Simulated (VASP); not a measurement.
# HfO2: single point with PBE

The system is HfO2.

```
CELL_PARAMETERS angstrom
3.60455 0.00000 0.00000
1.80227 3.12163 0.00000
1.80227 1.04054 2.94310
ATOMIC_POSITIONS crystal
Hf 0.00000 0.00000 0.00000
O 0.25000 0.25000 0.25000
O 0.75000 0.75000 0.75000
```

| Quantity | Value |
| --- | --- |
| Program | VASP 6.6.1 |
| Task | single point |
| Functional | PBE |
| Potentials or basis | VASP PAW PBE potentials, release 64 (Hf_pv, O) |
| Cutoff | 520 eV |
| k mesh | 6 × 6 × 6 |
| Occupations | gaussian, width 0.01 eV |
| Spin | no spin polarisation |

| Property | Result |
| --- | --- |
| Pressure | -3.6 GPa |
| Band gap on the k mesh | 3.76 eV, direct |

Levels at points of the mesh, in eV from the valence-band top:
```csv
k point,band 9,band 10,band 11,band 12,band 13,band 14
"(0.00, 0.00, 0.00)",-0.60,-0.60,-0.60,3.84,3.84,5.71
"(0.50, 0.00, 0.00)",-2.69,-1.81,-1.81,4.55,4.55,6.83
"(0.50, 0.50, 0.00)",-1.50,-1.50,0.00,3.76,5.42,6.49
```

Wall time 23 s on 1 thread of AMD EPYC 7R43 64-Core Processor (Zen 3), with other jobs on the host, peak memory 0.12 GiB.

Caveat: spin-orbit coupling is left out, which moves the levels of the heavy elements. A hybrid or GW would open this gap; PBE tends to underestimate it.
